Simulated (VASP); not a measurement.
Wanted: the native input for a VASP 6.6.1 run.

```yaml
Task: single point
Functional: PBE
Dispersion: D3(BJ)
Potentials_or_basis: VASP PAW PBE potentials, release 64 (S, Pt)
Cutoff: 400 eV
k_mesh: 9 × 9 × 1
Occupations: gaussian, width 0.05 eV
Spin: no spin polarisation
Dipole_correction: yes
Further_INCAR_settings: ALGO = Normal; EDIFF = 1e-06; NBANDS = 31; NELMDL = -8
```

The structure of PtS2 lies in POSCAR:

```
PtS2
1.0
    3.5415277692      0.0000000000      0.0000000000
   -1.7707638846      3.0670530163      0.0000000000
    0.0000000000      0.0000000000     22.4670602589
S Pt
4 2
Direct
    0.6666666667      0.3333333333      0.2002932270
    0.3333333333      0.6666666667      0.3103333288
    0.6666666667      1.3333333333      0.4151823447
    0.3333333333      1.6666666667      0.5252214244
    0.0000000000      0.0000000000      0.2560273398
    0.0000000000      1.0000000000      0.4694876457
```

These files were run (other wordings do the same):

INCAR

```
SYSTEM = PtS2
PREC = Accurate
ENCUT = 400
EDIFF = 1E-6
ISMEAR = 0
SIGMA = 0.05
LREAL = .False.
LASPH = .True.
NELM = 120
ALGO = Normal
ISIF = 2
LWAVE = .False.
LCHARG = .False.
LDIPOL = .True.
IDIPOL = 3
DIPOL = 0.5 0.5 0.363
GGA = PE
IVDW = 12
NBANDS = 31
GGA_COMPAT = .False.
NELMDL = -8
```

KPOINTS

```
Automatic mesh
0
Gamma
  9 9 1
  0 0 0
```

Potentials or basis: VASP PAW PBE potentials, release 64 (S, Pt).

The run is started by

```console
$ cat potpaw_PBE.64/S/POTCAR potpaw_PBE.64/Pt/POTCAR > POTCAR
$ mpirun -np 1 vasp_std > vasp.out
```

It gave:

The largest force is 0.041 eV/Å, the band gap on the k mesh is 0.90 eV, indirect (least direct gap 1.21 eV) and the dispersion energy per atom is -0.357 eV.

Caveat: spin-orbit coupling is left out, which moves the levels of the heavy elements.

Wall time 63 s on 1 thread of Intel(R) Xeon(R) 6975P-C (Granite Rapids) (shared host), peak memory 0.29 GiB.
